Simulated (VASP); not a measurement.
Write the native input for VASP 6.6.1 that does the following.

```
Task                   : relaxation of cell and atoms
Functional             : PBE
Potentials or basis    : VASP PAW PBE potentials, release 64 (Co, Si)
Cutoff                 : 600 eV
k mesh                 : 15 × 15 × 15
Occupations            : fermi-dirac, width 0.05 eV
Spin                   : no spin polarisation
Dipole correction      : no
Further INCAR settings : ALGO = Normal; EDIFF = 1e-06; IBRION = 2; EDIFFG = -0.005; NSW = 60; ISIF = 3
```

The structure of CoSi (rocksalt type) lies in POSCAR:

```
CoSi
1.0
    0.0000000000      2.2923918786      2.2923918786
    2.2923918786      0.0000000000      2.2923918786
    2.2923918786      2.2923918786      0.0000000000
Co Si
1 1
Direct
    0.0000000000      0.0000000000      0.0000000000
    0.5000000000      0.5000000000      0.5000000000
```

One way to write it, as run:

INCAR

```
SYSTEM = CoSi
PREC = Accurate
ENCUT = 600
EDIFF = 1E-6
ISMEAR = -1
SIGMA = 0.05
LREAL = .FALSE.
LASPH = .TRUE.
NELM = 100
ALGO = Normal
ISIF = 3
LWAVE = .FALSE.
LCHARG = .FALSE.
GGA = PE
IBRION = 2
NSW = 60
EDIFFG = -0.005
```

KPOINTS

```
Automatic mesh
0
G
  15 15 15
  0 0 0
```

Potentials or basis: VASP PAW PBE potentials, release 64 (Co, Si).

The run is started by

```sh
$ cat potpaw_PBE.64/Co/POTCAR potpaw_PBE.64/Si/POTCAR > POTCAR
$ mpirun -np 1 vasp_std > vasp.out
```

Results of the run:

```yaml
Relaxed_volume: 12.67 Å³/atom
Relaxed_cell: a = 3.296 Å, b = 3.296 Å, c = 3.296 Å, α = 60.00°, β = 60.00°, γ = 60.00°
Space_group_after_relaxing_to_0.1_Å: Fm-3m (No. 225)
Energy_gained_by_relaxing: 16.7 meV/atom
Ionic_steps: 6
Pressure_after_relaxing: 0.0 GPa
Band_gap_on_the_k_mesh: zero (an odd number of electrons rules out a gap without spin polarisation)
```

Caveat: the run has no spin polarisation, though such a crystal can be magnetic.

Wall time 4.2 min on 1 thread of AMD EPYC 7R13, on a shared host, peak memory 0.17 GiB.
